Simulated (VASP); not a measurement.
Mo3HS6, 10 atoms in the cell. The cell holds a slab with vacuum, 10 atoms: a = 3.120 Å, b = 6.347 Å, c = 25.660 Å, α = 90.00°, β = 90.00°, γ = 104.23°. 

* Program: VASP 6.6.1
* Task: single point
* Functional: PBEsol
* Potentials or basis: VASP PAW PBE potentials, release 64 (S, Mo_sv, H)
* Cutoff: 520 eV
* k mesh: 10 × 5 × 1
* Occupations: gaussian, width 0.1 eV
* Spin: no spin polarisation
* Dipole correction: yes
* Further INCAR settings: ALGO = Normal; EDIFF = 1e-07; NBANDS = 50

Potentials or basis: VASP PAW PBE potentials, release 64 (S, Mo_sv, H).

The run is started by

```console
$ cat potpaw_PBE.64/S/POTCAR potpaw_PBE.64/Mo_sv/POTCAR potpaw_PBE.64/H/POTCAR > POTCAR
$ mpirun -np 1 vasp_std > vasp.out
```

Hardware: 1 thread of Intel(R) Xeon(R) 6975P-C (Granite Rapids), with other jobs on the host.

Question: How long does it take, and how much memory?

Answer: Run time: 15 min on 1 thread of Intel(R) Xeon(R) 6975P-C (Granite Rapids), on a shared host, peak memory 0.79 GiB. Counts: scf iterations 36, k points 26.
